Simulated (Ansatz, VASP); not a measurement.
# TiO in VASP and in Ansatz

```
CELL_PARAMETERS angstrom
3.03100 0.00000 0.00000
-1.51550 2.62492 0.00000
0.00000 0.00000 3.23770
ATOMIC_POSITIONS crystal
Ti 0.66667 0.33333 0.00000
O 0.00000 0.00000 0.50000
```

Alike in both runs: task single point; functional PBEsol; k mesh 18 × 18 × 14; occupations methfessel-paxton of order 1, width 0.5 eV; no spin polarisation.

|  | VASP | Ansatz |
| --- | --- | --- |
| version | VASP 6.6.1 | Ansatz 0.2.0 |
| potentials or method | VASP PAW PBE potentials, release 64 (Ti_sv, O), cutoff 520 eV | scalar-relativistic, plane waves, PAW |
| valence electrons in the cell | 18 | 18 |

|  | VASP | Ansatz | Ansatz less VASP |
| --- | --- | --- | --- |
| pressure (GPa) | -40.7 | -40.9 | -0.12 |
| traceless stress, the component that is largest in VASP (GPa) | -13.10 | -13.06 | +0.045 |

VASP's potentials were made for PBE, not for PBEsol. Both programs put the cell under strong tension, so it lies far from rest at this level.

Noted on VASP's run: the cell as given lies far from equilibrium.
